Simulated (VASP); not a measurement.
# Si16Ge (a cell with a defect): single point with PBEsol

The system is Si16Ge (a cell with a defect).

```xyz
17
Lattice="0.0000 5.4300 5.4300 5.4300 0.0000 5.4300 5.4300 5.4300 0.0000" Properties=species:S:1:pos:R:3 pbc="T T T"
Si   -0.2426   -0.2451   -0.2437
Si    1.1287    1.1266    1.1263
Si    2.6062    2.6041    0.1283
Si    3.9973    3.9947    1.3829
Si    2.6058    0.1297    2.6042
Si    3.9969    1.3815    3.9962
Si    5.4094    2.7936    2.7956
Si    6.6629    4.1856    4.1859
Si    0.1312    2.6039    2.6043
Si    1.3839    3.9944    3.9963
Si    2.7960    5.4070    2.7954
Si    4.1876    6.6612    4.1858
Si    2.7966    2.7941    5.4084
Si    4.1882    4.1861    6.6595
Si    5.6655    5.6637    5.6635
Si    7.0365    7.0341    7.0354
Ge    8.8262    8.8237    8.8256
```

```json
{
  "Program": "VASP 6.6.1",
  "Task": "single point",
  "Functional": "PBEsol",
  "Potentials or basis": "VASP PAW PBE potentials, release 64 (Si, Ge_d)",
  "Cutoff": "520 eV",
  "k mesh": "2 × 2 × 2",
  "Occupations": "gaussian, width 0.05 eV",
  "Spin": "no spin polarisation",
  "Dipole correction": "no",
  "Further INCAR settings": "LREAL = Auto; ALGO = Normal; EDIFF = 1e-07; NBANDS = 53"
}
```

The pressure is 3.7 GPa and the largest force is 0.051 eV/Å. The band gap on the k mesh is 0.10 eV.

Forces on the atoms (eV/Å):
```
Si  -0.026 -0.024 -0.025
Si  -0.030 -0.027 -0.029
Si  -0.018 -0.016  0.010
Si  -0.009 -0.008  0.013
Si  -0.009 -0.024 -0.017
Si  -0.004  0.010 -0.007
Si  -0.012  0.010  0.005
Si   0.000  0.022  0.015
Si  -0.012 -0.012 -0.021
Si   0.011 -0.004 -0.008
Si   0.010 -0.012  0.006
Si   0.020 -0.008  0.016
Si   0.005  0.006 -0.010
Si   0.008  0.010  0.032
Si   0.034  0.031  0.023
Si   0.025  0.026  0.025
Ge   0.008  0.020 -0.028
```

Stress tensor (GPa, compression positive):
```
 3.71 -0.64 -0.65
-0.64  3.70 -0.65
-0.65 -0.65  3.70
```

Levels at points of the mesh, in eV from the valence-band top:
| k point | band 35 | band 36 | band 37 | band 38 | band 39 | band 40 | band 41 | band 42 | band 43 | band 44 |
| --- | --- | --- | --- | --- | --- | --- | --- | --- | --- | --- |
| (0.00, 0.00, 0.00) | -1.19 | -1.03 | -0.35 | -0.33 | -0.32 | 0.10 | 0.10 | 0.40 | 0.40 | 0.96 |
| (0.50, 0.00, 0.00) | -1.23 | -1.22 | -1.12 | -0.61 | -0.25 | 0.42 | 0.88 | 1.03 | 1.24 | 1.49 |
| (0.00, 0.50, 0.00) | -1.23 | -1.22 | -1.12 | -0.61 | -0.25 | 0.42 | 0.88 | 1.03 | 1.24 | 1.49 |
| (0.00, 0.00, 0.50) | -1.23 | -1.22 | -1.12 | -0.61 | -0.25 | 0.42 | 0.88 | 1.03 | 1.24 | 1.49 |
| (0.50, 0.50, 0.50) | -1.06 | -1.06 | -1.01 | -1.01 | 0.00 | 0.61 | 0.61 | 1.36 | 1.39 | 1.39 |
| (0.50, 0.50, 0.00) | -1.68 | -1.60 | -1.48 | -0.38 | -0.09 | 0.64 | 1.55 | 1.61 | 1.93 | 2.07 |
| (0.00, 0.50, 0.50) | -1.68 | -1.60 | -1.48 | -0.38 | -0.09 | 0.64 | 1.55 | 1.61 | 1.93 | 2.07 |
| (0.50, 0.00, 0.50) | -1.68 | -1.60 | -1.48 | -0.38 | -0.09 | 0.64 | 1.55 | 1.61 | 1.93 | 2.07 |

It took 2.9 min on 1 thread of Intel(R) Xeon(R) 6975P-C (Granite Rapids), with other jobs on the host, peak memory 0.48 GiB.

Caveat: the k points lie up to 0.50 Å⁻¹ apart; the PAW data sets were made with another functional, which shifts forces and pressure a little.
